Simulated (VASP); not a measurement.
# Zn (P6_3/mmc) in VASP: notebook, part 2 of 2

VASP 6.6.1. The steps go on from the part before.

### Step 3. Single point, PBE

This run uses another cell than the first one, of 10.55 Å³/atom, 1.167 times its volume.

File INCAR:

```
SYSTEM = Zn
PREC     = Accurate       ! precision mode
ENCUT    = 520            ! plane-wave cutoff, eV
EDIFF    = 1E-7           ! SCF threshold, eV
ISMEAR   = -1             ! smearing method
SIGMA    = 0.05           ! smearing width, eV
LREAL    = .FALSE.        ! projectors in reciprocal space
LASPH    = .TRUE.         ! aspherical terms in the spheres
NELM     = 60             ! most SCF steps
ALGO     = Normal         ! electronic algorithm
ISIF     = 2              ! what is computed and relaxed
LWAVE    = .FALSE.        ! write WAVECAR
LCHARG   = .FALSE.        ! write CHGCAR
GGA      = PE             ! functional
NBANDS   = 19             ! bands
```

File KPOINTS:

```
Automatic mesh
0
G
  16 16 9
  0 0 0
```

File POSCAR:

```
Zn
1.0
    2.4780953325      0.0000000000      0.0000000000
   -1.2390476662      2.1460935109      0.0000000000
    0.0000000000      0.0000000000      3.9671009871
Zn
2
Direct
    0.3333333333      0.6666666667      0.2500000000
    0.6666666667      0.3333333333      0.7500000000
```

Potentials or basis: VASP PAW PBE potentials, release 64 (Zn).

Run with:

```console
cat potpaw_PBE.64/Zn/POTCAR > POTCAR
mpirun -np 1 vasp_std > vasp.out
```

OUTCAR:

```text
SYSTEM = Zn
   PREC = Accurate
   ENCUT = 520
   EDIFF = 1E-7
   ISMEAR = -1
   LREAL = .FALSE.
   LASPH = .TRUE.
   NELM = 60
   ISIF = 2
   GGA = PE

 ion  position               nearest neighbor table
   1  0.333  0.667  0.250-   2 2.45   2 2.45   2 2.45   2 2.45   2 2.45   2 2.45
   2  0.667  0.333  0.750-   1 2.45   1 2.45   1 2.45   1 2.45   1 2.45   1 2.45

  LATTYP: Found a hexagonal cell.
 ALAT       =     2.4780953325
 C/A-ratio  =     1.6008669784

  Lattice vectors:

 A1 = (   2.4780953325,   0.0000000000,   0.0000000000)
 A2 = (  -1.2390476662,   2.1460935109,   0.0000000000)
 A3 = (   0.0000000000,   0.0000000000,   3.9671009871)

Analysis of symmetry for initial positions (statically):
=====================================================================
 Subroutine PRICEL returns:
 Original cell was already a primitive cell.

 Routine SETGRP: Setting up the symmetry group for a
 hexagonal supercell.

 Subroutine GETGRP returns: Found 24 space group operations
 (whereof 12 operations were pure point group operations)
 out of a pool of 24 trial point group operations.

The static configuration has the point symmetry D_3d.
 The point group associated with its full space group is D_6h.

Analysis of symmetry for dynamics (positions and initial velocities):
=====================================================================
 Subroutine PRICEL returns:
 Original cell was already a primitive cell.

 Routine SETGRP: Setting up the symmetry group for a
 hexagonal supercell.

 Subroutine GETGRP returns: Found 24 space group operations
 (whereof 12 operations were pure point group operations)
 out of a pool of 24 trial point group operations.

The dynamic configuration has the point symmetry D_3d.
 The point group associated with its full space group is D_6h.

 Subroutine INISYM returns: Found 24 space group operations
 (whereof 12 operations are pure point group operations),
 and found     1 'primitive' translations

----------------------------------------------------------------------------------------

                                     Primitive cell

  volume of cell :      21.0979

  direct lattice vectors                    reciprocal lattice vectors
     2.478095333  0.000000000  0.000000000     0.403535726  0.232981460  0.000000000
    -1.239047666  2.146093511  0.000000000     0.000000000  0.465962920  0.000000000
     0.000000000  0.000000000  3.967100987     0.000000000  0.000000000  0.252073240

  length of vectors
     2.478095333  2.478095332  3.967100987     0.465962920  0.465962920  0.252073240

  position of ions in fractional coordinates (direct lattice)
     0.333333333  0.666666667  0.250000000
     0.666666667  0.333333333  0.750000000

  ion indices of the primitive-cell ions
   primitive index   ion index
                 1           1
                 2           2

----------------------------------------------------------------------------------------

 KPOINTS: Automatic mesh

Automatic generation of k-mesh.
 Grid dimensions read from file:
 generate k-points for:   16   16    9

 Generating k-lattice:

  Cartesian coordinates                     Fractional coordinates (reciprocal lattice)
     0.025220983  0.014561341  0.000000000     0.062500000 -0.000000000  0.000000000
     0.000000000  0.029122683  0.000000000     0.000000000  0.062500000  0.000000000
     0.000000000  0.000000000  0.028008138     0.000000000  0.000000000  0.111111111

  Length of vectors
     0.029122683  0.029122683  0.028008138

  Shift w.r.t. Gamma in fractional coordinates (k-lattice)
     0.000000000  0.000000000  0.000000000

 Subroutine IBZKPT returns following result:
 ===========================================

 Found    150 irreducible k-points:

 Following reciprocal coordinates:
            Coordinates               Weight
  0.000000  0.000000  0.000000      1.000000
  0.062500 -0.000000  0.000000      6.000000
  0.125000 -0.000000  0.000000      6.000000
  0.187500 -0.000000  0.000000      6.000000
  0.250000 -0.000000  0.000000      6.000000
  0.312500  0.000000  0.000000      6.000000
[... 16 lines left out ...]
  0.187500  0.187500  0.000000      6.000000
  0.250000  0.187500  0.000000     12.000000
 [... further k-points ...]
   k-points           NKPTS =    150   k-points in BZ     NKDIM =    150   number of bands    NBANDS=     19
   number of dos      NEDOS =    301   number of ions     NIONS =      2
   total plane-waves  NPLWV =   9720
   dimension x,y,z NGX =    18 NGY =   18 NGZ =   30
   dimension x,y,z NGXF=    36 NGYF=   36 NGZF=   60
   ions per type =               2
   NGX,Y,Z   is equivalent  to a cutoff of  12.08, 12.08, 12.57 a.u.
   NGXF,Y,Z  is equivalent  to a cutoff of  24.15, 24.15, 25.14 a.u.
 SYSTEM =  Zn
   PREC   = accura    normal or accurate (medium, high low for compatibility)
   ISTART =      0    job   : 0-new  1-cont  2-samecut
   ICHARG =      2    charge: 1-file 2-atom 10-const
   ISPIN  =      1    spin polarized calculation?
   LNONCOLLINEAR =      F non collinear calculations
   LSORBIT =      F    spin-orbit coupling
   LASPH  =      T    aspherical Exc in radial PAW
   ENCUT  =  520.0 eV  38.22 Ry    6.18 a.u.   4.61  4.61  7.38*2*pi/ulx,y,z
   NELM   =     60;   NELMIN=  2; NELMDL= -5     # of ELM steps
   EDIFF  = 0.1E-06   stopping-criterion for ELM
   LREAL  =      F    real-space projection
   EDIFFG = 0.1E-05   stopping-criterion for IOM
   NSW    =      0    number of steps for IOM
   IBRION =     -1    ionic relax: 0-MD 1-quasi-New 2-CG
   NFREE  =      0    steps in history (QN), initial steepest desc. (CG)
   ISIF   =      2    stress and relaxation
   ISYM   =      2    0-nonsym 1-usesym 2-fastsym
   POTIM  = 0.5000    time-step for ionic-motion
   TEBEG  =    0.0;   TEEND  =   0.0 temperature during run
   PSTRESS=    0.0 pullay stress
   NELECT =      24.0000    total number of electrons
   NUPDOWN=      -1.0000    fix difference up-down
   EMIN   =  10.00;   EMAX   =-10.00  energy-range for DOS
   EFERMI =   0.00;   METHOD = LEGACY
   ISMEAR =    -1;   SIGMA  =   0.05  broadening in eV -4-tet -1-fermi 0-gaus
   EFERMI_NEDOS =   21; number of points for ismear=-14 and -15
   IALGO  =     38    algorithm
   IMIX   =      4    mixing-type and parameters
     AMIX     =   0.40;   BMIX     =  1.00
     AMIX_MAG =   1.60;   BMIX_MAG =  1.00
  volume/ion in A,a.u.               =      10.55        71.19
  Fermi-wavevector in a.u.,A,eV,Ry     =   1.708960  3.229466 39.736426  2.920545
  Thomas-Fermi vector in A             =   2.787532
   LORBIT       =      0    0 simple, 1 ext, 2 COOP (PROOUT), +10 PAW based schemes
   GGA     = PE    functional components
   LHFCALC =     F    Hartree Fock is set to
   AEXX    =    0.0000 exact exchange contribution
   IVDW    =     0    specifies the selected vdW correction
   LEPSILON=     F    determine dielectric tensor
   LRPA    =     F    only Hartree local field effects (RPA)
 non-spin polarized calculation
  energy-cutoff  :      520.00
  volume of cell :       21.10
 maximum number of plane-waves:       582
   NGX =  9   NGY =  9   NGZ = 15

 number of electron      24.0000005 magnetization

 Free energy of the ion-electron system (eV)
  ---------------------------------------------------
  ext. energy  EPLUGINS =         0.00000000
  ---------------------------------------------------
  free energy    TOTEN  =        -0.95629934 eV

  energy without entropy =       -0.95511252  energy(sigma->0) =       -0.95570593

 E-fermi :   6.7601     XC(G=0): -13.6236

 val. band max:        6.7176431173   @ k =   0.1250   0.1250   0.0000
 cond. band min:       6.7694666501   @ k =   0.3750  -0.0000   0.0000
 fundamental gap:      0.0518235328
 Fermi energy:         6.7601370475

 k-point     1 :       0.0000    0.0000    0.0000
  band No.  band energies     occupation
      1      -7.5082      2.00000
      2      -4.2357      2.00000
      3      -2.6717      2.00000
      4      -2.6656      2.00000
      5      -2.6656      2.00000
      6      -2.4744      2.00000
[... 11 lines left out ...]
     18      27.2816      0.00000
     19      28.7861      0.00000

 k-point     2 :       0.0625   -0.0000    0.0000
  band No.  band energies     occupation
      1      -7.3747      2.00000
      2      -4.1776      2.00000
      3      -2.7696      2.00000
      4      -2.6238      2.00000
      5      -2.5743      2.00000
      6      -2.4894      2.00000
[... 476 lines left out ...]
 k-point    24 :       0.2500    0.1875    0.0000
  band No.  band energies     occupation
      1      -3.8946      2.00000
      2      -3.5351      2.00000
      3      -3.5256      2.00000
      4      -3.1896      2.00000
      5      -2.8287      2.00000
      6      -2.4446      2.00000
[... 11 lines left out ...]
     18      20.8511      0.00000
     19      21.5630      0.00000

 [... further k-points ...]
[... 5 lines left out ...]
  --------------------------------------------------------------------------------------
  -------------------------------------------------------------------------------------
  Total        8.3398585      8.3398585      8.3559111      0.0000000      0.0000000     -0.0000000
  in kB      633.3289745    633.3289744    634.5480070      0.0000000      0.0000000     -0.0000000
  external PRESSURE =     633.7353187 kB  Pullay stress =       0.0000000 kB

 VOLUME and BASIS-vectors are now :
 -----------------------------------------------------------------------------
  energy-cutoff  :      520.00
  volume of cell :       21.10
      direct lattice vectors                 reciprocal lattice vectors
     2.478095333  0.000000000  0.000000000     0.403535726  0.232981460  0.000000000
    -1.239047666  2.146093511  0.000000000     0.000000000  0.465962920  0.000000000
     0.000000000  0.000000000  3.967100987     0.000000000  0.000000000  0.252073240

 POSITION                                       TOTAL-FORCE (eV/Angst)
 -----------------------------------------------------------------------------------
     -0.00000      1.43073      0.99178        -0.000000      0.000000      0.000000
      1.23905      0.71536      2.97533         0.000000     -0.000000      0.000000
 -----------------------------------------------------------------------------------
    total drift:                                0.000000     -0.000000      0.000000

  FREE ENERGIE OF THE ION-ELECTRON SYSTEM (eV)
  ---------------------------------------------------
  free  energy   TOTEN  =        -0.9562993384 eV

  energy  without entropy=       -0.9551125189  energy(sigma->0) =       -0.95570593
```

Run time: 23 s. Hardware: 1 thread of Intel Xeon 6975P-C, shared host; peak memory 0.16 GiB.

Results:

```
Free energy            : -0.9563 eV
Pressure               : 63.4 GPa
Band gap on the k mesh : zero (band 12 reaches 8.31 eV, above the bottom of band 13 at 5.96 eV)
```

Levels at points of the mesh, in eV from the Fermi level:
```csv
k point,band 10,band 11,band 12,band 13,band 14,band 15
"(0.00, 0.00, 0.00)",-8.31,-8.31,-5.06,-0.80,18.64,18.64
"(0.50, 0.00, 0.00)",-8.16,-5.10,-3.58,3.92,4.54,6.87
```
